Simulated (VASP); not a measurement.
A run of VASP 6.6.1 is set up as follows.

Contents of INCAR:

```
SYSTEM = Sr4LiCl8
ALGO = Normal
EDIFF = 1E-7
EDIFFG = -0.03
ENCUT = 650
GGA = PE
GGA_COMPAT = .False.
IBRION = 2
ISIF = 2
ISMEAR = -1
KPAR = 2
LASPH = .True.
LCHARG = .False.
LREAL = .False.
LWAVE = .False.
NCORE = 2
NELECT = 98.0
NELM = 120
NELMIN = 4
NSW = 80
PREC = Accurate
SIGMA = 0.02
```

File KPOINTS:

```
k-points
0
Gamma
  2 2 2
  0 0 0
```

File POSCAR:

```
Sr4LiCl8
1.0
    6.9650000000      0.0000000000      0.0000000000
    0.0000000000      6.9650000000      0.0000000000
    0.0000000000      0.0000000000      6.9650000000
Sr Cl Li
4 8 1
Direct
    0.0000000000      0.0000000000      0.0000000000
    0.5000000000      0.5000000000      0.0000000000
    0.5000000000      0.0000000000      0.5000000000
    0.0000000000      0.5000000000      0.5000000000
    0.2500000000      0.2500000000      0.2500000000
    0.7500000000      0.7500000000      0.7500000000
    0.7500000000      0.7500000000      0.2500000000
    0.2500000000      0.2500000000      0.7500000000
    0.7500000000      0.2500000000      0.7500000000
    0.2500000000      0.7500000000      0.2500000000
    0.2500000000      0.7500000000      0.7500000000
    0.7500000000      0.2500000000      0.2500000000
    0.3804909500      0.9982918300     -0.0030275100
```

Potentials or basis: VASP PAW PBE potentials, release 64 (Sr_sv, Cl, Li_sv).

Command:

```bash
$ cat potpaw_PBE.64/Sr_sv/POTCAR potpaw_PBE.64/Cl/POTCAR potpaw_PBE.64/Li_sv/POTCAR > POTCAR
$ mpirun -np 4 vasp_std > vasp.out
```

Q: Estimate the energy gained by relaxing.

A: 31.6 meV/atom.

Step by step:
```
step  energy change (eV)  largest force (eV/Å)  pressure (GPa)
   1              0.0000                1.7719           -1.33
   2             -0.2327                1.0254           -1.30
   3             -0.3724                0.2179           -1.11
   4             -0.3727                0.2089           -1.10
   5             -0.3919                0.1607           -1.08
   6             -0.4069                0.0732           -1.03
   7             -0.4089                0.0618           -1.05
   8             -0.4105                0.0394           -1.08
   9             -0.4109                0.0172           -1.09
```

Caveat: the k points lie up to 0.45 Å⁻¹ apart; the cell carries a net charge on a neutralising background, which shifts energy and pressure; the cell is charged against a uniform background, so pressure and absolute levels hang on convention.
